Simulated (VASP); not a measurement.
Input of a VASP 6.6.1 run:

INCAR

```
SYSTEM = GeBr4
PREC = Accurate
ENCUT = 520
EDIFF = 1E-7
ISMEAR = 0
SIGMA = 0.1
LREAL = .False.
LASPH = .True.
NELM = 100
ALGO = Normal
ISIF = 2
LWAVE = .False.
LCHARG = .True.
LDIPOL = .True.
IDIPOL = 3
DIPOL = 0.5 0.5 0.296
GGA = PE
LELF = .True.
LVHAR = .True.
LVACPOTAV = .True.
NBANDS = 29
```

The input KPOINTS:

```
regular mesh
0
Gamma
  4 4 1
  0 0 0
```

The input POSCAR:

```
GeBr4
1.0
    5.3144062326      0.0000000000      0.0000000000
    0.0000000000      5.3144062326      0.0000000000
    0.0000000000      0.0000000000     33.8374384000
Ge Br
1 4
Direct
    0.0000000000      0.0000000000      0.2955306451
    0.0000000000      0.0000000000      0.2256090606
    0.0000000000      0.0000000000      0.3654522297
    0.0000000000      0.5000000000      0.2955306451
    0.5000000000      0.0000000000      0.2955306451
```

Potentials or basis: VASP PAW PBE potentials, release 64 (Ge_d, Br).

Launch:

```bash
$ cat potpaw_PBE.64/Ge_d/POTCAR potpaw_PBE.64/Br/POTCAR > POTCAR
$ mpirun -np 1 vasp_std > vasp.out
```

Question: Predict the largest force.

Answer: 0.010 eV/Å.

Question: What does it give for the work function of the lower face?

Answer: 6.43 eV.

Question: What does it give for the work function of the upper face?

Answer: 6.43 eV.

Question: What does it give for the band gap on the k mesh?

Answer: Zero (band 21 reaches -5.40 eV, above the bottom of band 22 at -5.42 eV).

Forces in eV/Å, atoms in the order of the input:
```
Ge   0.000  0.000  0.000
Br   0.000  0.000 -0.010
Br   0.000  0.000  0.010
Br   0.000  0.000  0.000
Br   0.000  0.000  0.000
```
